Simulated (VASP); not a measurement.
Here is a VASP 6.6.1 calculation.

INCAR

```
SYSTEM = ScTiN2
  PREC = Accurate
  ENCUT = 520
  EDIFF = 1E-6
  ISMEAR = 0
  SIGMA = 0.1
  LREAL = .False.
  LASPH = .True.
  NELM = 150
  ALGO = Normal
  ISIF = 2
  LWAVE = .False.
  LCHARG = .False.
  ISPIN = 2
  MAGMOM = 0 1 0 0
  LORBIT = 11
  LMAXMIX = 4
  GGA = PE
  NBANDS = 28
```

The input KPOINTS:

```
regular mesh
0
Gamma
  6 6 4
  0 0 0
```

The input POSCAR:

```
ScTiN2
1.0
    3.0846284431      0.0000000000      0.0000000000
    0.0000000000      3.0846284431      0.0000000000
    0.0000000000      0.0000000000      4.3865761631
Sc Ti N
1 1 2
Direct
    0.5000000000      0.5000000000      0.5000000000
    0.0000000000      0.0000000000      0.0000000000
    0.0000000000      0.0000000000      0.5000000000
    0.5000000000      0.5000000000      0.0000000000
```

Potentials or basis: VASP PAW PBE potentials, release 64 (Sc_sv, Ti_sv, N).

Run with:

```console
$ cat potpaw_PBE.64/Sc_sv/POTCAR potpaw_PBE.64/Ti_sv/POTCAR potpaw_PBE.64/N/POTCAR > POTCAR
$ mpirun -np 1 vasp_std > vasp.out
```

Problem. Estimate the net moment.

Solution. 0.00 μB per cell.

Problem. Estimate the pressure.

Solution. 0.8 GPa.
